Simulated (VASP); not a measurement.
Write the native input for VASP 6.6.1 that does the following.

```yaml
Task: single point
Functional: PBE
Potentials_or_basis: VASP PAW PBE potentials, release 64 (Ti_sv)
Cutoff: 520 eV
k_mesh: 22 × 22 × 22
Occupations: gaussian, width 0.15 eV
Spin: collinear spin
Starting_moments: "[1.0] μB"
Fixed_moment: 1 μB
Dipole_correction: no
Further_INCAR_settings: ALGO = Normal; EDIFF = 1e-06; NBANDS = 16
```

The structure of Ti lies in POSCAR:

```
Ti
1.0
   -1.6751874744      1.6751874744      1.6751874744
    1.6751874744     -1.6751874744      1.6751874744
    1.6751874744      1.6751874744     -1.6751874744
Ti
1
Direct
    0.0000000000      0.0000000000      0.0000000000
```

This isn't the form of Ti at room conditions, which is hcp.

One way to write it, as run:

INCAR

```
PREC = Accurate
ENCUT = 520
EDIFF = 1E-6
ISMEAR = 0
SIGMA = 0.15
LREAL = F
LASPH = T
NELM = 150
ALGO = Normal
ISIF = 2
LWAVE = F
LCHARG = F
ISPIN = 2
MAGMOM = 1
LORBIT = 11
NUPDOWN = 1.0
LMAXMIX = 4
GGA = PE
NBANDS = 16
```

KPOINTS

```
Automatic mesh
0
Gamma
  22 22 22
```

Potentials or basis: VASP PAW PBE potentials, release 64 (Ti_sv).

Command:

```sh
$ cat potpaw_PBE.64/Ti_sv/POTCAR > POTCAR
$ mpirun -np 1 vasp_std > vasp.out
```

It gave:

```yaml
Pressure: -6.2 GPa
Net_moment: 1.00 μB per cell
Site_moments: Ti +0.69 μB
Valence_electrons_inside_the_program's_atomic_spheres: Ti 10.18
```

Caveat: the cell stands under tension; the total moment is fixed, so each spin has its own Fermi level and the state may be an excited one.

Wall time 3.9 min on 1 thread of Intel Xeon 8259CL, on a shared host, peak memory 0.26 GiB.
